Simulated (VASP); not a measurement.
Wanted: the native input for a VASP 6.6.1 run.

```
Task                   : single point
Functional             : PBE
Potentials or basis    : VASP PAW PBE potentials, release 64 (La, O, H)
Cutoff                 : 520 eV
k mesh                 : 1 × 1 × 1
Occupations            : fermi-dirac, width 0.01 eV
Spin                   : collinear spin
Fixed moment           : 1 μB
Dipole correction      : no
Further INCAR settings : LREAL = Auto; ALGO = Normal; EDIFF = 1e-06; NBANDS = 190
```

The structure of La16HO24 (a cell with a defect) lies in POSCAR:

```
La16HO24
1.0
    7.8811453700     -0.0000000600      0.0000000000
   -3.9405726400      6.8252721300      0.0000000000
    0.0000000000      0.0000000000     12.3757188400
La O H
16 24 1
Direct
    0.3359100878      0.1693749345      0.3750610417
    0.1632920877      0.3332629039      0.1225850409
    0.3336696025      0.1663100018      0.8801900836
    0.1732776431      0.3257034984      0.6216755648
    0.3266127612      0.6629312258      0.3755078036
    0.1688078341      0.8329335302      0.1214512078
    0.3344736294      0.6648805987      0.8678219131
    0.1734952346      0.8448612598      0.6217069973
    0.8391946723      0.1764041092      0.3769864248
    0.6717972575      0.3323899761      0.1228371475
    0.8335700126      0.1646929278      0.8679166955
    0.6542931780      0.3256482668      0.6219363174
    0.8415307090      0.6633104094      0.3762309131
    0.6667992610      0.8311933842      0.0981264212
    0.8320734503      0.6655293684      0.8676232984
    0.6663199063      0.8310553677      0.6116733176
    0.3351165341      0.1676084116      0.1672770711
    0.1626703616      0.3375666151      0.3134929009
   -0.0059264340      0.0006163856     -0.0050055274
    0.3335146917      0.1647437639      0.6930526712
    0.1653184977      0.3340441182      0.8195972397
    0.0524686050      0.0241832120      0.5038117850
    0.3484217796      0.6776679278      0.1793244521
    0.1665756649      0.8295921250      0.3127294705
   -0.0016241928      0.4907483447      0.0080614307
    0.3381750399      0.6681941662      0.6706017733
    0.1645242207      0.8280754089      0.8230349390
    0.0018836857      0.5022593876      0.4828500936
    0.8208092227      0.1406102249      0.1843075970
    0.6770065367      0.3377752559      0.3134112087
    0.5059724511     -0.0018204358     -0.0042478341
    0.8307780375      0.1601024881      0.6695387239
    0.6705022028      0.3343636703      0.8209183750
    0.4749361852      0.0248080993      0.5038193806
    0.8326875397      0.6768862782      0.1782594634
    0.6698824930      0.8361057159      0.4085142904
    0.5017678794      0.5054188264     -0.0057889163
    0.8316601282      0.6680524912      0.6709139168
    0.6665460704      0.8314937385      0.8189617210
    0.4755502283      0.4495520428      0.5053503623
   -0.4146561358     -0.3451679259      0.2693765949
```

The input as run:

INCAR

```
PREC = Accurate
ENCUT = 520
EDIFF = 1E-6
ISMEAR = -1
SIGMA = 0.01
LREAL = Auto
LASPH = True
NELM = 150
ALGO = Normal
ISIF = 2
LWAVE = False
LCHARG = False
ISPIN = 2
MAGMOM = 0 0 0 0 0 0 0 0 0.01 0.01 0 0 0.01 0.01 0 0.01 0 0 0 0 0 0 0 0 0 0 0 0.01 0.08 0.01 0 0 0 0 0.07 0.24 0 0 0 0 0.35
LORBIT = 11
NUPDOWN = 1.0
LMAXMIX = 6
GGA = PE
NBANDS = 190
```

KPOINTS

```
Automatic mesh
0
Gamma
  1 1 1
```

Potentials or basis: VASP PAW PBE potentials, release 64 (La, O, H).

Launch:

```console
$ cat potpaw_PBE.64/La/POTCAR potpaw_PBE.64/O/POTCAR potpaw_PBE.64/H/POTCAR > POTCAR
$ mpirun -np 1 vasp_gam > vasp.out
```

Results of the run:

- Pressure: 2.1 GPa
- Largest force: 0.230 eV/Å
- Net moment: 1.00 μB per cell
- Site moments: La +0.00, -0.00, +0.01, +0.02 (each value once); O +0.00, +0.09, +0.01, +0.11, +0.12 (each value once); H +0.24 μB
- Valence electrons inside the program's atomic spheres: La 8.58, 8.56, 8.59, 8.60, 8.61, 8.62, 8.63 (each value once); O 5.03, 5.04, 4.94, 5.06, 4.96, 5.01, 4.93, 5.02, 4.95, 5.00 (each value once); H 0.46

Caveat: the k points lie up to 0.92 Å⁻¹ apart, too coarse for converged energies, forces and pressures; the total moment is fixed, so each spin has its own Fermi level and the state may be an excited one.

Wall time 8.8 min on 1 thread of Intel(R) Xeon(R) 6975P-C (Granite Rapids), on a shared host, peak memory 1 GiB.
